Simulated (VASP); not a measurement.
# AlN (Fm-3m) in VASP: further runs

The runs below take AlN through single point, relaxation of cell and atoms, with PBE.

Everything below comes from runs of VASP 6.6.1. Logs are shortened: lines on timing, memory, paths and dates and some standing lists are left out, and cuts for length are marked.

## (1) The cell of the first run

The structure is cubic, space group Fm-3m (No. 225). Conventional cell: a = 3.956 Å, b = 3.956 Å, c = 3.956 Å, α = 90.00°, β = 90.00°, γ = 90.00°. Within 2.6 Å of Al (site symmetry m-3m) lie 6 N at 1.98 Å. Within 2.6 Å of N (site symmetry m-3m) lie 6 Al at 1.98 Å.

## (2) Single point, PBE

Contents of INCAR:

```
SYSTEM = AlN
PREC = Accurate ; ENCUT = 600
EDIFF = 1E-6 ; ISMEAR = 0
SIGMA = 0.1 ; LREAL = .False.
LASPH = .True. ; NELM = 120
ALGO = Normal ; ISIF = 2
LWAVE = .False. ; LCHARG = .True.
GGA = PE ; LELF = .True.
LVHAR = .True. ; NBANDS = 11
GGA_COMPAT = .False.
```

Contents of KPOINTS:

```
Automatic mesh
0
Gamma
  8 8 8
  0 0 0
```

Contents of POSCAR:

```
AlN
1.0
    0.0000000000      1.9780000000      1.9780000000
    1.9780000000      0.0000000000      1.9780000000
    1.9780000000      1.9780000000      0.0000000000
Al N
1 1
Direct
    0.0000000000      0.0000000000      0.0000000000
    0.5000000000      0.5000000000      0.5000000000
```

Potentials or basis: VASP PAW PBE potentials, release 64 (Al, N).

Command:

```sh
cat potpaw_PBE.64/Al/POTCAR potpaw_PBE.64/N/POTCAR > POTCAR
mpirun -np 1 vasp_std > vasp.out
```

OUTCAR:

```text
SYSTEM = AlN
   PREC = Accurate
   ENCUT = 600
   EDIFF = 1E-6
   ISMEAR = 0
   LREAL = .False.
   LASPH = .True.
   NELM = 120
   ISIF = 2
   GGA = PE

 ion  position               nearest neighbor table
   1  0.000  0.000  0.000-   2 1.98   2 1.98   2 1.98   2 1.98   2 1.98   2 1.98
   2  0.500  0.500  0.500-   1 1.98   1 1.98   1 1.98   1 1.98   1 1.98   1 1.98

  LATTYP: Found a face centered cubic cell.
 ALAT       =     3.9560000000

  Lattice vectors:

 A1 = (   0.0000000000,   1.9780000000,   1.9780000000)
 A2 = (   1.9780000000,   0.0000000000,   1.9780000000)
 A3 = (   1.9780000000,   1.9780000000,   0.0000000000)

Analysis of symmetry for initial positions (statically):
=====================================================================
 Subroutine PRICEL returns:
 Original cell was already a primitive cell.

 Routine SETGRP: Setting up the symmetry group for a
 face centered cubic supercell.

 Subroutine GETGRP returns: Found 48 space group operations
 (whereof 48 operations were pure point group operations)
 out of a pool of 48 trial point group operations.

The static configuration has the point symmetry O_h .

Analysis of symmetry for dynamics (positions and initial velocities):
=====================================================================
 Subroutine PRICEL returns:
 Original cell was already a primitive cell.

 Routine SETGRP: Setting up the symmetry group for a
 face centered cubic supercell.

 Subroutine GETGRP returns: Found 48 space group operations
 (whereof 48 operations were pure point group operations)
 out of a pool of 48 trial point group operations.

The dynamic configuration has the point symmetry O_h .

 Subroutine INISYM returns: Found 48 space group operations
 (whereof 48 operations are pure point group operations),
 and found     1 'primitive' translations

----------------------------------------------------------------------------------------

                                     Primitive cell

  volume of cell :      15.4778

  direct lattice vectors                    reciprocal lattice vectors
     0.000000000  1.978000000  1.978000000    -0.252780586  0.252780586  0.252780586
     1.978000000  0.000000000  1.978000000     0.252780586 -0.252780586  0.252780586
     1.978000000  1.978000000  0.000000000     0.252780586  0.252780586 -0.252780586

  length of vectors
     2.797314426  2.797314426  2.797314426     0.437828819  0.437828819  0.437828819

  position of ions in fractional coordinates (direct lattice)
     0.000000000  0.000000000  0.000000000
     0.500000000  0.500000000  0.500000000

  ion indices of the primitive-cell ions
   primitive index   ion index
                 1           1
                 2           2

----------------------------------------------------------------------------------------

 KPOINTS: Automatic mesh

Automatic generation of k-mesh.
 Grid dimensions read from file:
 generate k-points for:    8    8    8

 Generating k-lattice:

  Cartesian coordinates                     Fractional coordinates (reciprocal lattice)
    -0.031597573  0.031597573  0.031597573     0.125000000  0.000000000  0.000000000
     0.031597573 -0.031597573  0.031597573     0.000000000  0.125000000  0.000000000
     0.031597573  0.031597573 -0.031597573     0.000000000  0.000000000  0.125000000

  Length of vectors
     0.054728602  0.054728602  0.054728602

  Shift w.r.t. Gamma in fractional coordinates (k-lattice)
     0.000000000  0.000000000  0.000000000

 Subroutine IBZKPT returns following result:
 ===========================================

 Found     29 irreducible k-points:

 Following reciprocal coordinates:
            Coordinates               Weight
  0.000000  0.000000  0.000000      1.000000
  0.125000  0.000000  0.000000      8.000000
  0.250000  0.000000  0.000000      8.000000
  0.375000  0.000000  0.000000      8.000000
  0.500000  0.000000  0.000000      4.000000
  0.125000  0.125000  0.000000      6.000000
[... 16 lines left out ...]
  0.500000  0.250000  0.125000     48.000000
 -0.375000  0.250000  0.125000     24.000000
 [... further k-points ...]
   k-points           NKPTS =     29   k-points in BZ     NKDIM =     29   number of bands    NBANDS=     11
   number of dos      NEDOS =    301   number of ions     NIONS =      2
   total plane-waves  NPLWV =  13824
   dimension x,y,z NGX =    24 NGY =   24 NGZ =   24
   dimension x,y,z NGXF=    48 NGYF=   48 NGZF=   48
   ions per type =               1   1
   NGX,Y,Z   is equivalent  to a cutoff of  14.26, 14.26, 14.26 a.u.
   NGXF,Y,Z  is equivalent  to a cutoff of  28.53, 28.53, 28.53 a.u.
 SYSTEM =  AlN
   PREC   = accura    normal or accurate (medium, high low for compatibility)
   ISTART =      0    job   : 0-new  1-cont  2-samecut
   ICHARG =      2    charge: 1-file 2-atom 10-const
   ISPIN  =      1    spin polarized calculation?
   LNONCOLLINEAR =      F non collinear calculations
   LSORBIT =      F    spin-orbit coupling
   LASPH  =      T    aspherical Exc in radial PAW
   ENCUT  =  600.0 eV  44.10 Ry    6.64 a.u.   5.59  5.59  5.59*2*pi/ulx,y,z
   NELM   =    120;   NELMIN=  2; NELMDL= -5     # of ELM steps
   EDIFF  = 0.1E-05   stopping-criterion for ELM
   LREAL  =      F    real-space projection
   EDIFFG = 0.1E-04   stopping-criterion for IOM
   NSW    =      0    number of steps for IOM
   IBRION =     -1    ionic relax: 0-MD 1-quasi-New 2-CG
   NFREE  =      0    steps in history (QN), initial steepest desc. (CG)
   ISIF   =      2    stress and relaxation
   ISYM   =      2    0-nonsym 1-usesym 2-fastsym
   POTIM  = 0.5000    time-step for ionic-motion
   TEBEG  =    0.0;   TEEND  =   0.0 temperature during run
   PSTRESS=    0.0 pullay stress
   NELECT =       8.0000    total number of electrons
   NUPDOWN=      -1.0000    fix difference up-down
   EMIN   =  10.00;   EMAX   =-10.00  energy-range for DOS
   EFERMI =   0.00;   METHOD = LEGACY
   ISMEAR =     0;   SIGMA  =   0.10  broadening in eV -4-tet -1-fermi 0-gaus
   EFERMI_NEDOS =   21; number of points for ismear=-14 and -15
   IALGO  =     38    algorithm
   IMIX   =      4    mixing-type and parameters
     AMIX     =   0.40;   BMIX     =  1.00
     AMIX_MAG =   1.60;   BMIX_MAG =  1.00
  volume/ion in A,a.u.               =       7.74        52.22
  Fermi-wavevector in a.u.,A,eV,Ry     =   1.313818  2.482756 23.485258  1.726118
  Thomas-Fermi vector in A             =   2.444114
   LORBIT       =      0    0 simple, 1 ext, 2 COOP (PROOUT), +10 PAW based schemes
   GGA     = PE    functional components
   LHFCALC =     F    Hartree Fock is set to
   AEXX    =    0.0000 exact exchange contribution
   IVDW    =     0    specifies the selected vdW correction
   LEPSILON=     F    determine dielectric tensor
   LRPA    =     F    only Hartree local field effects (RPA)
 non-spin polarized calculation
 Gauss-broadening in eV      SIGMA  =   0.10
  energy-cutoff  :      600.00
  volume of cell :       15.48
 maximum number of plane-waves:       534
 NGX is ok and might be reduce to    24
   NGX = 11   NGY = 11   NGZ = 11

 number of electron       8.0000000 magnetization

 Free energy of the ion-electron system (eV)
  ---------------------------------------------------
  ext. energy  EPLUGINS =         0.00000000
  ---------------------------------------------------
  free energy    TOTEN  =       -14.44590921 eV

  energy without entropy =      -14.44590921  energy(sigma->0) =      -14.44590921

 E-fermi :  11.3322     XC(G=0): -12.5954

 val. band max:       10.8364379182   @ k =   0.0000   0.0000   0.0000
 cond. band min:      16.0216605539   @ k =   0.5000   0.5000   0.0000
 fundamental gap:      5.1852226358
 Fermi energy:        11.3321997291

 k-point     1 :       0.0000    0.0000    0.0000
  band No.  band energies     occupation
      1      -7.3269      2.00000
      2      10.8364      2.00000
      3      10.8364      2.00000
      4      10.8364      2.00000
      5      17.4922      0.00000
      6      23.2125      0.00000
      7      23.2125      0.00000
      8      23.2125      0.00000
      9      28.5339      0.00000
     10      29.1121      0.00000
     11      29.1121      0.00000

 k-point     2 :       0.1250    0.0000    0.0000
  band No.  band energies     occupation
      1      -6.9872      2.00000
      2       9.3183      2.00000
      3      10.6281      2.00000
      4      10.6281      2.00000
      5      18.2776      0.00000
      6      22.0797      0.00000
      7      23.6901      0.00000
      8      23.6901      0.00000
      9      27.3672      0.00000
     10      27.3672      0.00000
     11      29.9639      0.00000

 k-point     3 :       0.2500    0.0000    0.0000
  band No.  band energies     occupation
      1      -6.0170      2.00000
      2       6.3465      2.00000
      3      10.1776      2.00000
      4      10.1776      2.00000
      5      18.3011      0.00000
      6      22.5721      0.00000
      7      23.6339      0.00000
      8      23.6339      0.00000
      9      27.5873      0.00000
     10      27.5873      0.00000
     11      28.9781      0.00000

 k-point     4 :       0.3750    0.0000    0.0000
  band No.  band energies     occupation
      1      -4.6496      2.00000
      2       3.4872      2.00000
      3       9.7832      2.00000
      4       9.7832      2.00000
      5      17.6434      0.00000
      6      22.7416      0.00000
      7      22.7416      0.00000
      8      24.3229      0.00000
      9      28.0105      0.00000
     10      30.2732      0.00000
     11      30.2732      0.00000

 k-point     5 :       0.5000    0.0000    0.0000
  band No.  band energies     occupation
      1      -3.7984      2.00000
      2       2.1025      2.00000
      3       9.6328      2.00000
      4       9.6328      2.00000
      5      17.3943      0.00000
      6      22.3768      0.00000
      7      22.3768      0.00000
      8      25.1280      0.00000
      9      27.6844      0.00000
     10      32.2728      0.00000
     11      32.2728      0.00000
[... 211 lines left out ...]
 k-point    21 :       0.5000    0.5000    0.0000
  band No.  band energies     occupation
      1      -2.7237      2.00000
      2       3.0043      2.00000
      3       7.8652      2.00000
      4       7.8652      2.00000
      5      16.0217      0.00000
      6      16.0922      0.00000
      7      25.7076      0.00000
      8      29.1470      0.00000
      9      29.1470      0.00000
     10      34.7778      0.00000
     11      38.3561      0.00000

 k-point    22 :       0.3750    0.2500    0.1250
  band No.  band energies     occupation
      1      -5.2138      2.00000
      2       5.9647      2.00000
      3       8.0945      2.00000
      4       9.5495      2.00000
      5      19.7922      0.00000
      6      20.3145      0.00000
      7      21.7086      0.00000
      8      25.4585      0.00000
      9      26.5792      0.00000
     10      31.1314      0.00000
     11      33.3944      0.00000

 k-point    23 :       0.5000    0.2500    0.1250
  band No.  band energies     occupation
      1      -3.9804      2.00000
      2       4.0857      2.00000
      3       7.1259      2.00000
      4       8.9820      2.00000
      5      19.6441      0.00000
      6      20.5607      0.00000
      7      22.2402      0.00000
      8      24.8507      0.00000
      9      28.5262      0.00000
     10      31.7954      0.00000
     11      33.7404      0.00000

 k-point    24 :      -0.3750    0.2500    0.1250
  band No.  band energies     occupation
      1      -3.2570      2.00000
      2       3.0183      2.00000
      3       6.8957      2.00000
      4       8.7039      2.00000
      5      19.7239      0.00000
      6      19.9682      0.00000
      7      23.8180      0.00000
      8      24.3171      0.00000
      9      29.7258      0.00000
     10      30.8202      0.00000
     11      34.1644      0.00000

 [... further k-points ...]
[... 5 lines left out ...]
  --------------------------------------------------------------------------------------
  -------------------------------------------------------------------------------------
  Total        2.4228033      2.4228033      2.4228033     -0.0000000      0.0000000      0.0000000
  in kB      250.7955827    250.7955827    250.7955827     -0.0000000      0.0000000      0.0000000
  external PRESSURE =     250.7955827 kB  Pullay stress =       0.0000000 kB

 VOLUME and BASIS-vectors are now :
 -----------------------------------------------------------------------------
  energy-cutoff  :      600.00
  volume of cell :       15.48
      direct lattice vectors                 reciprocal lattice vectors
     0.000000000  1.978000000  1.978000000    -0.252780586  0.252780586  0.252780586
     1.978000000  0.000000000  1.978000000     0.252780586 -0.252780586  0.252780586
     1.978000000  1.978000000  0.000000000     0.252780586  0.252780586 -0.252780586

 POSITION                                       TOTAL-FORCE (eV/Angst)
 -----------------------------------------------------------------------------------
      0.00000      0.00000      0.00000         0.000000     -0.000000      0.000000
      1.97800      1.97800      1.97800         0.000000      0.000000      0.000000
 -----------------------------------------------------------------------------------
    total drift:                               -0.000000     -0.000000      0.000000

  FREE ENERGIE OF THE ION-ELECTRON SYSTEM (eV)
  ---------------------------------------------------
  free  energy   TOTEN  =       -14.4459092087 eV

  energy  without entropy=      -14.4459092087  energy(sigma->0) =      -14.44590921
```

Run time: 7 s. Hardware: 1 thread of Intel Xeon Platinum 8488C (Sapphire Rapids), shared host; peak memory 0.13 GiB.

Results:

```yaml
Free_energy: -14.4459 eV
Pressure: 25.1 GPa
Band_gap_on_the_k_mesh: 5.19 eV, indirect (least direct gap 6.66 eV)
```

(Part 1 of 2 ends here.)
